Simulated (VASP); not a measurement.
The system is BeS.

```
CELL_PARAMETERS angstrom
0.00000 2.42500 2.42500
2.42500 0.00000 2.42500
2.42500 2.42500 0.00000
ATOMIC_POSITIONS crystal
S 0.75000 0.75000 0.75000
Be 0.00000 0.00000 0.00000
```

```yaml
Program: VASP 6.6.1
Task: relaxation of cell and atoms
Functional: B3LYP
Potentials_or_basis: VASP PAW PBE potentials, release 64 (S, Be)
Cutoff: 600 eV
k_mesh: 5 × 5 × 5
Occupations: fermi-dirac, width 0.05 eV
Spin: no spin polarisation
```

At the start: pressure 2.7 GPa; volume 14.26 Å³/atom.

Problem. Where does the relaxation end?

Solution. Over 3 steps the energy falls by 3.1 meV/atom and the volume is 14.65 Å³/atom (+2.7 %); space group F-43m (No. 216, to 0.05 Å).

Step by step:
```csv
step,energy change (eV),largest force (eV/Å),pressure (GPa),volume (Å³)
1,0.0000,0.0000,2.66,28.52
2,-0.0058,0.0000,-0.67,29.51
3,-0.0062,0.0000,0.00,29.29
```

Final structure:
```cif
data_structure
_symmetry_space_group_name_H-M 'P 1'
_symmetry_Int_Tables_number 1
_cell_length_a 3.4600
_cell_length_b 3.4600
_cell_length_c 3.4600
_cell_angle_alpha 60.000
_cell_angle_beta 60.000
_cell_angle_gamma 60.000
_cell_volume 29.29
loop_
_atom_site_label
_atom_site_type_symbol
_atom_site_fract_x
_atom_site_fract_y
_atom_site_fract_z
_atom_site_occupancy
S1 S 0.75000 0.75000 0.75000 1
Be1 Be 0.00000 0.00000 0.00000 1
```

Caveat: the k points lie up to 0.44 Å⁻¹ apart in the final cell; the PAW data sets were made with another functional, which shifts forces and pressure a little.
